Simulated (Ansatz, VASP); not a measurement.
# Two plane-wave programs on Hg

File INCAR:

```
PREC     = Accurate       # precision mode
ENCUT    = 520            # plane-wave cutoff, eV
EDIFF    = 1E-6           # SCF threshold, eV
ISMEAR   = -1             # smearing method
SIGMA    = 0.1            # smearing width, eV
LREAL    = F              # projectors in reciprocal space
LASPH    = T              # aspherical terms in the spheres
NELM     = 100            # most SCF steps
ALGO     = Normal         # electronic algorithm
ISIF     = 2              # what is computed and relaxed
LWAVE    = F              # write WAVECAR
LCHARG   = T              # write CHGCAR
GGA      = PS             # functional
LELF     = T              # ELF
LVHAR    = T            
NBANDS   = 12             # bands
```

File KPOINTS:

```
regular mesh
0
Gamma
  12 12 12
```

POSCAR

```
Hg
1.0
    2.8653588142      0.0000000000      0.0000000000
    0.0000000000      2.8653588142      0.0000000000
    0.0000000000      0.0000000000      2.8653588142
Hg
1
Direct
    0.0000000000      0.0000000000      0.0000000000
```

Input for Ansatz:

```yaml
crystal:
  lattice:
    - [2.8653588142, 0.0, 0.0]
    - [0.0, 2.8653588142, 0.0]
    - [0.0, 0.0, 2.8653588142]
  atoms:
    - { symbol: Hg, position: [0.0, 0.0, 0.0] }
hamiltonian:
  xc: pbesol
  pseudopotentials:
    kind: paw
    azcp:
      Hg: "pseudopotentials/Hg.paw.azcp"
basis:
  ecutwfc: 420
  fft_grid_basis: typed
kpoints:
  mp_grid: { grid: [12, 12, 12], shift: [0, 0, 0] }
magnetization:
  spin_polarized: false
scf:
  occupations: { method: fermi_dirac, width: 0.1 }
  lower_state_search: "off"
output:
  stress: true
```

Alike in both runs: task single point; functional PBEsol; k mesh 12 × 12 × 12; occupations fermi-dirac, width 0.1 eV; no spin polarisation.

|  | VASP | Ansatz |
| --- | --- | --- |
| version | VASP 6.6.1 | Ansatz 0.2.0 |
| potentials or method | VASP PAW PBE potentials, release 64 (Hg), cutoff 520 eV | plane waves (420 eV) with PAW, scalar-relativistic |
| valence electrons in the cell | 12 | 20 |

```csv
,VASP,Ansatz,Ansatz less VASP
pressure (GPa),5.3,4.7,-0.65
```

VASP's potentials were made for PBE, not for PBEsol, and Ansatz warns of the same on its side. VASP's potentials hold 12 valence electrons a cell and Ansatz's 20, so a difference there can come from the potentials and not from the codes.

Spin-orbit coupling is off throughout.
